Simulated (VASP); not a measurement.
# MgS (Cmc2_1) in VASP: single point with r2SCAN

Aim: the single point of MgS with r2SCAN.

All numbers are computed with VASP 6.6.1; they aren't measurements. Logs are shortened: lines on timing, memory, paths and dates and some standing lists are left out, and cuts for length are marked.

### 1 The cell of the first run

Symmetry: Cmc2_1, No. 36, orthorhombic system. The conventional cell has a = 4.029 Å, b = 6.718 Å, c = 6.454 Å, α = 90.00°, β = 90.00°, γ = 90.00°. Within 3.2 Å of Mg (site symmetry m) lie 4 S at 2.41 to 2.43 Å. Within 3.2 Å of S (site symmetry m) lie 4 Mg at 2.41 to 2.43 Å.

### 2 Single point, r2SCAN (uniaxial y strain -3.7%)

The input, POSCAR:

```
MgS
1.0
    4.0286648135      0.0000000000      0.0000000000
   -2.0143324067      3.3591380220      0.0000000000
    0.0000000000      0.0000000000      6.4542161908
Mg S
2 2
Direct
    0.6669799942      0.3339599883      0.4991469684
    0.3330200058      0.6660400117      0.9991469684
    0.3277938626      0.6555877251      0.3758520316
    0.6722061374      0.3444122749      0.8758520316
```

The input, INCAR.step1:

```
PREC     = Accurate       # precision mode
ENCUT    = 520            # plane-wave cutoff, eV
ISMEAR   = 0              # smearing method
SIGMA    = 0.01           # smearing width, eV
LREAL    = F              # projectors in reciprocal space
LASPH    = T              # aspherical terms in the spheres
NELM     = 80             # most SCF steps
NBANDS   = 16             # bands
GGA      = PE             # functional
ALGO     = Normal         # electronic algorithm
EDIFF    = 1E-4           # SCF threshold, eV
LWAVE    = T              # write WAVECAR
LCHARG   = F              # write CHGCAR
```

The input, INCAR.step2:

```
PREC     = Accurate       # precision mode
ENCUT    = 520            # plane-wave cutoff, eV
EDIFF    = 1E-7           # SCF threshold, eV
ISMEAR   = 0              # smearing method
SIGMA    = 0.01           # smearing width, eV
LREAL    = F              # projectors in reciprocal space
LASPH    = T              # aspherical terms in the spheres
NELM     = 80             # most SCF steps
ALGO     = Normal         # electronic algorithm
ISIF     = 2              # what is computed and relaxed
LWAVE    = F              # write WAVECAR
LCHARG   = F              # write CHGCAR
METAGGA  = R2SCAN         # meta-GGA
LMIXTAU  = T            
NBANDS   = 16             # bands
ISTART   = 1
```

The input, KPOINTS:

```
regular mesh
0
Gamma
  12 12 4
```

Potentials or basis: VASP PAW PBE potentials, release 64 (Mg, S).

The run is started by

```console
cat potpaw_PBE.64/Mg/POTCAR potpaw_PBE.64/S/POTCAR > POTCAR
cp INCAR.step1 INCAR
mpirun -np 1 vasp_std > vasp.out
cp INCAR.step2 INCAR
mpirun -np 1 vasp_std > vasp.out
```

OUTCAR:

```text
PREC = Accurate
   ENCUT = 520
   EDIFF = 1E-7
   ISMEAR = 0
   LREAL = F
   LASPH = T
   NELM = 80
   ISIF = 2
   METAGGA = R2SCAN
   ISTART = 1

 ion  position               nearest neighbor table
   1  0.667  0.334  0.499-   3 2.41   3 2.42   3 2.42   4 2.43
   2  0.333  0.666  0.999-   4 2.41   4 2.42   4 2.42   3 2.43
   3  0.328  0.656  0.376-   1 2.41   1 2.42   1 2.42   2 2.43
   4  0.672  0.344  0.876-   2 2.41   2 2.42   2 2.42   1 2.43

  Warning from LATTYP: Monoclinic adjustment (A1->A3, A2->A1, A3->A2)!
  LATTYP: Found a base centered orthorhombic cell.
 ALAT       =     4.0286648135
 B/A-ratio  =     1.6676185176
 C/A-ratio  =     1.6020732649

  Lattice vectors:

 A1 = (   2.0143324067,  -3.3591380220,   0.0000000000)
 A2 = (   2.0143324068,   3.3591380220,   0.0000000000)
 A3 = (   0.0000000000,   0.0000000000,   6.4542161908)

Analysis of symmetry for initial positions (statically):
=====================================================================
 Subroutine PRICEL returns:
 Original cell was already a primitive cell.

 Routine SETGRP: Setting up the symmetry group for a
 base centered orthorhombic supercell.

 Subroutine GETGRP returns: Found  4 space group operations
 (whereof  2 operations were pure point group operations)
 out of a pool of  8 trial point group operations.

The static configuration has the point symmetry C_1h.
 The point group associated with its full space group is C_2v.

Analysis of symmetry for dynamics (positions and initial velocities):
=====================================================================
 Subroutine PRICEL returns:
 Original cell was already a primitive cell.

 Routine SETGRP: Setting up the symmetry group for a
 base centered orthorhombic supercell.

 Subroutine GETGRP returns: Found  4 space group operations
 (whereof  2 operations were pure point group operations)
 out of a pool of  8 trial point group operations.

The dynamic configuration has the point symmetry C_1h.
 The point group associated with its full space group is C_2v.

 Subroutine INISYM returns: Found  4 space group operations
 (whereof  2 operations are pure point group operations),
 and found     1 'primitive' translations

----------------------------------------------------------------------------------------

                                     Primitive cell

  volume of cell :      87.3439

  direct lattice vectors                    reciprocal lattice vectors
     4.028664813  0.000000000  0.000000000     0.248221196  0.148847709  0.000000000
    -2.014332407  3.359138022  0.000000000     0.000000000  0.297695419  0.000000000
     0.000000000  0.000000000  6.454216191     0.000000000  0.000000000  0.154937481

  length of vectors
     4.028664813  3.916802688  6.454216191     0.289429444  0.297695419  0.154937481

  position of ions in fractional coordinates (direct lattice)
     0.666979994  0.333959988  0.499146968
     0.333020006  0.666040012  0.999146968
     0.327793863  0.655587725  0.375852032
     0.672206137  0.344412275  0.875852032

  ion indices of the primitive-cell ions
   primitive index   ion index
                 1           1
                 2           2
                 3           3
                 4           4

----------------------------------------------------------------------------------------

 KPOINTS: regular mesh

Automatic generation of k-mesh.
 Grid dimensions read from file:
 generate k-points for:   12   12    4

 Generating k-lattice:

  Cartesian coordinates                     Fractional coordinates (reciprocal lattice)
     0.020685100  0.012403976  0.000000000     0.083333333  0.000000000  0.000000000
     0.000000000  0.024807952  0.000000000     0.000000000  0.083333333  0.000000000
     0.000000000  0.000000000  0.038734370     0.000000000  0.000000000  0.250000000

  Length of vectors
     0.024119120  0.024807952  0.038734370

  Shift w.r.t. Gamma in fractional coordinates (k-lattice)
     0.000000000  0.000000000  0.000000000

 Subroutine IBZKPT returns following result:
 ===========================================

 Found    129 irreducible k-points:

 Following reciprocal coordinates:
            Coordinates               Weight
  0.000000  0.000000  0.000000      1.000000
  0.083333  0.000000  0.000000      4.000000
  0.166667  0.000000  0.000000      4.000000
  0.250000  0.000000  0.000000      4.000000
  0.333333  0.000000  0.000000      4.000000
  0.416667  0.000000  0.000000      4.000000
[... 16 lines left out ...]
  0.333333  0.166667  0.000000      4.000000
  0.416667  0.166667  0.000000      4.000000
 [... further k-points ...]
   k-points           NKPTS =    129   k-points in BZ     NKDIM =    129   number of bands    NBANDS=     16
   number of dos      NEDOS =    301   number of ions     NIONS =      4
   total plane-waves  NPLWV =  43200
   dimension x,y,z NGX =    30 NGY =   30 NGZ =   48
   dimension x,y,z NGXF=    60 NGYF=   60 NGZF=   96
   ions per type =               2   2
   NGX,Y,Z   is equivalent  to a cutoff of  12.38, 12.73, 12.36 a.u.
   NGXF,Y,Z  is equivalent  to a cutoff of  24.76, 25.47, 24.73 a.u.
 SYSTEM =  unknown system
   PREC   = accura    normal or accurate (medium, high low for compatibility)
   ISTART =      1    job   : 0-new  1-cont  2-samecut
   ICHARG =      0    charge: 1-file 2-atom 10-const
   ISPIN  =      1    spin polarized calculation?
   LNONCOLLINEAR =      F non collinear calculations
   LSORBIT =      F    spin-orbit coupling
   LASPH  =      T    aspherical Exc in radial PAW
   ENCUT  =  520.0 eV  38.22 Ry    6.18 a.u.   7.49  7.28 12.00*2*pi/ulx,y,z
   NELM   =     80;   NELMIN=  2; NELMDL=  0     # of ELM steps
   EDIFF  = 0.1E-06   stopping-criterion for ELM
   LREAL  =      F    real-space projection
   EDIFFG = 0.1E-05   stopping-criterion for IOM
   NSW    =      0    number of steps for IOM
   IBRION =     -1    ionic relax: 0-MD 1-quasi-New 2-CG
   NFREE  =      0    steps in history (QN), initial steepest desc. (CG)
   ISIF   =      2    stress and relaxation
   ISYM   =      2    0-nonsym 1-usesym 2-fastsym
   POTIM  = 0.5000    time-step for ionic-motion
   TEBEG  =    0.0;   TEEND  =   0.0 temperature during run
   PSTRESS=    0.0 pullay stress
   NELECT =      16.0000    total number of electrons
   NUPDOWN=      -1.0000    fix difference up-down
   EMIN   =  10.00;   EMAX   =-10.00  energy-range for DOS
   EFERMI =   0.00;   METHOD = LEGACY
   ISMEAR =     0;   SIGMA  =   0.01  broadening in eV -4-tet -1-fermi 0-gaus
   EFERMI_NEDOS =   21; number of points for ismear=-14 and -15
   IALGO  =     38    algorithm
   IMIX   =      4    mixing-type and parameters
     AMIX     =   0.40;   BMIX     =  1.00
     AMIX_MAG =   1.60;   BMIX_MAG =  1.00
  volume/ion in A,a.u.               =      21.84       147.36
  Fermi-wavevector in a.u.,A,eV,Ry     =   0.929760  1.756991 11.761595  0.864453
  Thomas-Fermi vector in A             =   2.056076
   LORBIT       =      0    0 simple, 1 ext, 2 COOP (PROOUT), +10 PAW based schemes
   METAGGA = R2SCAN    functional components
   LHFCALC =     F    Hartree Fock is set to
   AEXX    =    0.0000 exact exchange contribution
   IVDW    =     0    specifies the selected vdW correction
   LEPSILON=     F    determine dielectric tensor
   LRPA    =     F    only Hartree local field effects (RPA)
 non-spin polarized calculation
 Gauss-broadening in eV      SIGMA  =   0.01
  energy-cutoff  :      520.00
  volume of cell :       87.34
 maximum number of plane-waves:      2380
 NGX is ok and might be reduce to    30
   NGX = 15   NGY = 15   NGZ = 25

 number of electron      15.9999999 magnetization

 Free energy of the ion-electron system (eV)
  ---------------------------------------------------
  ext. energy  EPLUGINS =         0.00000000
  ---------------------------------------------------
  free energy    TOTEN  =       -30.90554966 eV

  energy without entropy =      -30.90554966  energy(sigma->0) =      -30.90554966

 E-fermi :   1.1619     XC(G=0):  -8.9245

 val. band max:        1.1094962945   @ k =   0.0000   0.0000   0.0000
 cond. band min:       5.4323657808   @ k =   0.0000   0.0000   0.0000
 fundamental gap:      4.3228694863
 Fermi energy:         1.1618917267

 k-point     1 :       0.0000    0.0000    0.0000
  band No.  band energies     occupation
      1     -10.8689      2.00000
      2     -10.1038      2.00000
      3      -2.2852      2.00000
      4       0.5155      2.00000
      5       0.7477      2.00000
      6       0.9578      2.00000
[... 8 lines left out ...]
     15      10.6116      0.00000
     16      10.9839      0.00000

 k-point     2 :       0.0833    0.0000    0.0000
  band No.  band energies     occupation
      1     -10.8309      2.00000
      2     -10.0835      2.00000
      3      -2.2272      2.00000
      4       0.3177      2.00000
      5       0.6413      2.00000
      6       0.7505      2.00000
[... 8 lines left out ...]
     15      10.5400      0.00000
     16      10.7304      0.00000

 k-point     3 :       0.1667    0.0000    0.0000
  band No.  band energies     occupation
      1     -10.7224      2.00000
      2     -10.0290      2.00000
      3      -2.0574      2.00000
      4      -0.2302      2.00000
      5       0.1894      2.00000
      6       0.4844      2.00000
[... 8 lines left out ...]
     15      10.4313      0.00000
     16      10.7090      0.00000

 k-point     4 :       0.2500    0.0000    0.0000
  band No.  band energies     occupation
      1     -10.5599      2.00000
      2      -9.9588      2.00000
      3      -1.7930      2.00000
      4      -0.8836      2.00000
      5      -0.4245      2.00000
      6       0.3008      2.00000
[... 8 lines left out ...]
     15      10.5024      0.00000
     16      11.2615      0.00000
[... 324 lines left out ...]
 k-point    22 :       0.2500    0.1667    0.0000
  band No.  band energies     occupation
      1     -10.2834      2.00000
      2      -9.8651      2.00000
      3      -1.4512      2.00000
      4      -1.2615      2.00000
      5      -1.0716      2.00000
      6      -0.1882      2.00000
[... 8 lines left out ...]
     15      10.7384      0.00000
     16      11.5862      0.00000

 k-point    23 :       0.3333    0.1667    0.0000
  band No.  band energies     occupation
      1     -10.1312      2.00000
      2      -9.8602      2.00000
      3      -1.7363      2.00000
      4      -1.3077      2.00000
      5      -0.8881      2.00000
      6      -0.4275      2.00000
[... 8 lines left out ...]
     15      10.6150      0.00000
     16      12.2905      0.00000

 k-point    24 :       0.4167    0.1667    0.0000
  band No.  band energies     occupation
      1     -10.0638      2.00000
      2      -9.8783      2.00000
      3      -1.8345      2.00000
      4      -1.3347      2.00000
      5      -0.7287      2.00000
      6      -0.5164      2.00000
[... 8 lines left out ...]
     15      10.9817      0.00000
     16      12.8284      0.00000

 [... further k-points ...]

------------------------ aborting loop because EDIFF is reached ----------------------------------------

  FORCE on cell =-STRESS in cart. coord.  units (eV):
  Direction    XX          YY          ZZ          XY          YZ          ZX
  --------------------------------------------------------------------------------------
  -------------------------------------------------------------------------------------
  Total        0.9934103      1.7418431      0.7834418      0.0000000      0.0000000      0.0000000
  in kB       18.2224496     31.9511959     14.3709283      0.0000000      0.0000000      0.0000000
  external PRESSURE =      21.5148580 kB  Pullay stress =       0.0000000 kB

 VOLUME and BASIS-vectors are now :
 -----------------------------------------------------------------------------
  energy-cutoff  :      520.00
  volume of cell :       87.34
      direct lattice vectors                 reciprocal lattice vectors
     4.028664813  0.000000000  0.000000000     0.248221196  0.148847709  0.000000000
    -2.014332407  3.359138022  0.000000000     0.000000000  0.297695419  0.000000000
     0.000000000  0.000000000  6.454216191     0.000000000  0.000000000  0.154937481

 POSITION                                       TOTAL-FORCE (eV/Angst)
 -----------------------------------------------------------------------------------
      2.01433      1.12182      3.22160        -0.000000     -0.000623      0.003633
     -0.00000      2.23732      6.44871         0.000000      0.000623      0.003633
      0.00000      2.20221      2.42583        -0.000000     -0.002055     -0.003633
      2.01433      1.15693      5.65294         0.000000      0.002055     -0.003633
 -----------------------------------------------------------------------------------
    total drift:                               -0.000000      0.000000      0.016975

  FREE ENERGIE OF THE ION-ELECTRON SYSTEM (eV)
  ---------------------------------------------------
  free  energy   TOTEN  =       -30.9055496591 eV

  energy  without entropy=      -30.9055496591  energy(sigma->0) =      -30.90554966
```

Run time: 7.2 min. Hardware: 1 thread of Intel Xeon Platinum 8559C (Emerald Rapids), shared host; peak memory 0.32 GiB.

What came out:

* Free energy: -30.9055 eV
* Pressure: 2.2 GPa
* Largest force: 0.004 eV/Å
* Band gap on the k mesh: 4.32 eV

Forces in eV/Å, atoms in the order of the input:
```
Mg   0.000 -0.001  0.004
Mg   0.000  0.001  0.004
S    0.000 -0.002 -0.004
S    0.000  0.002 -0.004
```

Caveat: the cell differs from its parent crystal (uniaxial y strain -3.7%); the PAW data sets were made with another functional, which shifts forces and pressure a little.
